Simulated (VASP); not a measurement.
Wanted: the native input for a VASP 6.6.1 run.

| Quantity | Value |
| --- | --- |
| Task | single point |
| Functional | PBEsol |
| Potentials or basis | VASP PAW PBE potentials, release 64 (I) |
| Cutoff | 520 eV |
| k mesh | 7 × 7 × 11 |
| Occupations | fermi-dirac, width 0.05 eV |
| Spin | no spin polarisation |
| Dipole correction | no |
| Further INCAR settings | ALGO = Normal; EDIFF = 1e-06; NBANDS = 10 |

The structure of I lies in POSCAR:

```
I
1.0
    2.1960898107     -3.4323906800     -0.3635450982
    2.1960898107      3.4323906800     -0.3635450982
   -1.7433486753      0.0000000000      2.5348078284
I
1
Direct
    0.5000000000      0.5000000000      0.5000000000
```

These files were run (other wordings do the same):

INCAR

```
PREC = Accurate
ENCUT = 520
EDIFF = 1E-6
ISMEAR = -1
SIGMA = 0.05
LREAL = False
LASPH = True
NELM = 60
ALGO = Normal
ISIF = 2
LWAVE = False
LCHARG = False
GGA = PS
NBANDS = 10
```

KPOINTS

```
Automatic mesh
0
Gamma
  7 7 11
```

Potentials or basis: VASP PAW PBE potentials, release 64 (I).

Command:

```sh
$ cat potpaw_PBE.64/I/POTCAR > POTCAR
$ mpirun -np 1 vasp_std > vasp.out
```

It gave:

```
Pressure               : 2.0 GPa
Band gap on the k mesh : zero (an odd number of electrons rules out a gap without spin polarisation)
```

Caveat: the PAW data sets were made with another functional, which shifts forces and pressure a little; spin-orbit coupling is left out, which moves the levels of the heavy elements; an odd number of electrons without spin polarisation forces a metal; a magnetic or distorted state may lie lower.

Wall time 67 s on 1 thread of Intel Xeon 8259CL, with other jobs on the host, peak memory 0.19 GiB.
